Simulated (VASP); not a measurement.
# TaN (I4/mmm) in VASP: notebook, part 2 of 2

VASP 6.6.1. Earlier steps stand in the parts before.

## Step 4: Single point, PBEsol (strain -0.025 along x and y, +0.050 along z)

Input file INCAR:

```
SYSTEM = TaN
PREC = Accurate
ENCUT = 600
EDIFF = 1E-6
ISMEAR = 0
SIGMA = 0.15
LREAL = .False.
LASPH = .True.
NELM = 120
ALGO = Normal
ISIF = 2
LWAVE = .False.
LCHARG = .True.
GGA = PS
LELF = .True.
LVHAR = .True.
NBANDS = 16
GGA_COMPAT = .False.
```

Input file KPOINTS:

```
Automatic mesh
0
Gamma
  18 18 18
  0 0 0
```

Input file POSCAR:

```
TaN
1.0
    0.0000000000      2.1245250000      2.2879500000
    2.1245250000      0.0000000000      2.2879500000
    2.1245250000      2.1245250000      0.0000000000
Ta N
1 1
Direct
    0.5000000000      0.5000000000      0.5000000000
    0.0000000000      0.0000000000      0.0000000000
```

Potentials or basis: VASP PAW PBE potentials, release 64 (Ta_sv_GW, N).

Command:

```
$ cat potpaw_PBE.64/Ta_sv_GW/POTCAR potpaw_PBE.64/N/POTCAR > POTCAR
$ mpirun -np 1 vasp_std > vasp.out
```

OUTCAR:

```text
SYSTEM = TaN
   PREC = Accurate
   ENCUT = 600
   EDIFF = 1E-6
   ISMEAR = 0
   LREAL = .False.
   LASPH = .True.
   NELM = 120
   ISIF = 2
   GGA = PS

 ion  position               nearest neighbor table
   1  0.500  0.500  0.500-   2 2.12   2 2.12   2 2.12   2 2.12   2 2.29   2 2.29
   2  0.000  0.000  0.000-   1 2.12   1 2.12   1 2.12   1 2.12   1 2.29   1 2.29

  LATTYP: Found a body centered tetragonal cell.
 ALAT       =     3.0045320686
 C/A-ratio  =     1.5229992210

  Lattice vectors:

 A1 = (  -2.1245250000,   0.0000000000,   2.2879500000)
 A2 = (   2.1245250000,   0.0000000000,   2.2879500000)
 A3 = (   0.0000000000,   2.1245250000,  -2.2879500000)

Analysis of symmetry for initial positions (statically):
=====================================================================
 Subroutine PRICEL returns:
 Original cell was already a primitive cell.

 Routine SETGRP: Setting up the symmetry group for a
 body centered tetragonal supercell.

 Subroutine GETGRP returns: Found 16 space group operations
 (whereof 16 operations were pure point group operations)
 out of a pool of 16 trial point group operations.

The static configuration has the point symmetry D_4h.

Analysis of symmetry for dynamics (positions and initial velocities):
=====================================================================
 Subroutine PRICEL returns:
 Original cell was already a primitive cell.

 Routine SETGRP: Setting up the symmetry group for a
 body centered tetragonal supercell.

 Subroutine GETGRP returns: Found 16 space group operations
 (whereof 16 operations were pure point group operations)
 out of a pool of 16 trial point group operations.

The dynamic configuration has the point symmetry D_4h.

 Subroutine INISYM returns: Found 16 space group operations
 (whereof 16 operations are pure point group operations),
 and found     1 'primitive' translations

----------------------------------------------------------------------------------------

                                     Primitive cell

[... 112 lines left out ...]
  Fermi-wavevector in a.u.,A,eV,Ry     =   1.563744  2.955047 33.270253  2.445295
  Thomas-Fermi vector in A             =   2.666470
   LORBIT       =      0    0 simple, 1 ext, 2 COOP (PROOUT), +10 PAW based schemes
   GGA     = PS    functional components
   LHFCALC =     F    Hartree Fock is set to
   AEXX    =    0.0000 exact exchange contribution
   IVDW    =     0    specifies the selected vdW correction
   LEPSILON=     F    determine dielectric tensor
   LRPA    =     F    only Hartree local field effects (RPA)
 non-spin polarized calculation
 Gauss-broadening in eV      SIGMA  =   0.15
  energy-cutoff  :      600.00
  volume of cell :       20.65
 maximum number of plane-waves:       717
 NGX is ok and might be reduce to    28
   NGX = 13   NGY = 13   NGZ = 13

 number of electron      18.0000000 magnetization

 Free energy of the ion-electron system (eV)
  ---------------------------------------------------
  ext. energy  EPLUGINS =         0.00000000
  ---------------------------------------------------
  free energy    TOTEN  =       -25.62143957 eV

  energy without entropy =      -25.61162989  energy(sigma->0) =      -25.61653473

 E-fermi :  14.0524     XC(G=0): -14.1197

 val. band max:       14.0513081098   @ k =   0.2222   0.0000   0.2222
 cond. band min:      14.0536970650   @ k =  -0.2778  -0.0000   0.2222
 fundamental gap:      0.0023889552
 Fermi energy:        14.0523874484

 k-point     1 :       0.0000    0.0000    0.0000
  band No.  band energies     occupation
      1     -55.3245      2.00000
      2     -21.5269      2.00000
      3     -21.4994      2.00000
      4     -21.4994      2.00000
      5      -4.9627      2.00000
      6       9.9993      2.00000
[... 433 lines left out ...]
      3     -21.6109      2.00000
      4     -21.5025      2.00000
      5      -3.4948      2.00000
      6       6.3000      2.00000
[... 8 lines left out ...]
     15      26.5334      0.00000
     16      31.4765      0.00000

 [... further k-points ...]

------------------------ aborting loop because EDIFF is reached ----------------------------------------

  FORCE on cell =-STRESS in cart. coord.  units (eV):
  Direction    XX          YY          ZZ          XY          YZ          ZX
  --------------------------------------------------------------------------------------
  -------------------------------------------------------------------------------------
  Total        2.9585338      2.9585338     -1.9320851      0.0000000      0.0000000     -0.0000000
  in kB      229.5022282    229.5022282   -149.8775600      0.0000000      0.0000000     -0.0000000
  external PRESSURE =     103.0422988 kB  Pullay stress =       0.0000000 kB

 VOLUME and BASIS-vectors are now :
 -----------------------------------------------------------------------------
  energy-cutoff  :      600.00
  volume of cell :       20.65
      direct lattice vectors                 reciprocal lattice vectors
     0.000000000  2.124525000  2.287950000    -0.235346725  0.235346725  0.218536244
     2.124525000  0.000000000  2.287950000     0.235346725 -0.235346725  0.218536244
     2.124525000  2.124525000  0.000000000     0.235346725  0.235346725 -0.218536244

 POSITION                                       TOTAL-FORCE (eV/Angst)
 -----------------------------------------------------------------------------------
      2.12453      2.12453      2.28795        -0.000000      0.000000      0.000000
      0.00000      0.00000      0.00000         0.000000     -0.000000      0.000000
 -----------------------------------------------------------------------------------
    total drift:                                0.000000      0.000000      0.000000

  FREE ENERGIE OF THE ION-ELECTRON SYSTEM (eV)
  ---------------------------------------------------
  free  energy   TOTEN  =       -25.6214395726 eV

  energy  without entropy=      -25.6116298947  energy(sigma->0) =      -25.61653473
```

OSZICAR:

```text
N       E                     dE             d eps       ncg     rms          rms(c)
DAV:   1     0.113608799474E+03    0.11361E+03   -0.12307E+04 15440   0.129E+03
DAV:   2    -0.244413851164E+02   -0.13805E+03   -0.13295E+03 22384   0.337E+02
DAV:   3    -0.294503234472E+02   -0.50089E+01   -0.49998E+01 17928   0.583E+01
DAV:   4    -0.295674617158E+02   -0.11714E+00   -0.11714E+00 22104   0.604E+00
DAV:   5    -0.295707548281E+02   -0.32931E-02   -0.32931E-02 18136   0.707E-01    0.521E+01
DAV:   6    -0.257727432766E+02    0.37980E+01   -0.81594E+00 18280   0.254E+01    0.488E+01
DAV:   7    -0.256664848812E+02    0.10626E+00   -0.45613E-01 16336   0.580E+00    0.237E+01
DAV:   8    -0.256226400051E+02    0.43845E-01   -0.11907E-01 19280   0.275E+00    0.961E-01
DAV:   9    -0.256215278658E+02    0.11121E-02   -0.35567E-03 17488   0.584E-01    0.382E-01
DAV:  10    -0.256214522187E+02    0.75647E-04   -0.11800E-03 16440   0.351E-01    0.921E-02
DAV:  11    -0.256214496957E+02    0.25229E-05   -0.86262E-05 18168   0.920E-02    0.603E-02
DAV:  12    -0.256214393889E+02    0.10307E-04   -0.18543E-05 18536   0.399E-02    0.223E-02
DAV:  13    -0.256214395726E+02   -0.18366E-06   -0.16707E-06 13888   0.104E-02
   1 F= -.25621440E+02 E0= -.25616535E+02  d E =-.980968E-02
```

stdout:

```text
POSCAR found type information on POSCAR TaN
 POSCAR found :  2 types and       2 ions
 scaLAPACK will be used
 -----------------------------------------------------------------------------
|                                                                             |
|                                                                             |
|     You enforced a specific xc type in the INCAR file but a different       |
|     I HOPE YOU KNOW WHAT YOU ARE DOING!                                     |
|                                                                             |
 -----------------------------------------------------------------------------

 LDA part: xc-table for (Slater+PW92), standard interpolation
 POSCAR, INCAR and KPOINTS ok, starting setup
 FFT: planning ... GRIDC
 FFT: planning ... GRID_SOFT
 FFT: planning ... GRID
 WAVECAR not read
 entering main loop
```

Run time: 80 s. Hardware: 1 thread of Intel Xeon 6975P-C (Granite Rapids), shared host; peak memory 0.34 GiB.

Results:

* Free energy: -25.6214 eV
* Pressure: 10.3 GPa
* Band gap on the k mesh: zero (band 9 reaches 15.96 eV, above the bottom of band 10 at 12.07 eV)

Caveat: the cell differs from its parent crystal (strain -0.025 along x and y, +0.050 along z); the PAW data sets were made with another functional, which shifts forces and pressure a little; spin-orbit coupling is left out, which moves the levels of the heavy elements.

## Step 5: The runs side by side

```csv
potentials or basis,cell,cutoff (eV),second run,gap on the mesh (eV),pressure (GPa)
"VASP PAW PBE potentials, release 64 (Ta_pv, N)","a = 3.006, b = 3.006, c = 2.927 Å, angles 60.9, 60.9, 58.3°, 2 atoms",520,-,none,57.6
"VASP PAW PBE potentials, release 64 (Ta_pv, N)","a = 2.966, b = 2.966, c = 3.005 Å, angles 59.6, 59.6, 60.9°, 2 atoms",520,-,none,54.9
"VASP PAW PBE potentials, release 64 (Ta_sv_GW, N)","a = 3.122, b = 3.122, c = 3.005 Å, angles 61.2, 61.2, 57.5°, 2 atoms",600,valence_matched,none,10.3
```

Alike in all rows: task single point; level PBEsol; no spin polarisation; k mesh 18 × 18 × 18; smearing gaussian 0.15 eV.

Caveats: the PAW data sets were made with another functional, which shifts forces and pressure a little; spin-orbit coupling is left out, which moves the levels of the heavy elements.

Total energies depend on the potentials used, so only differences within one code and one set of settings carry meaning.
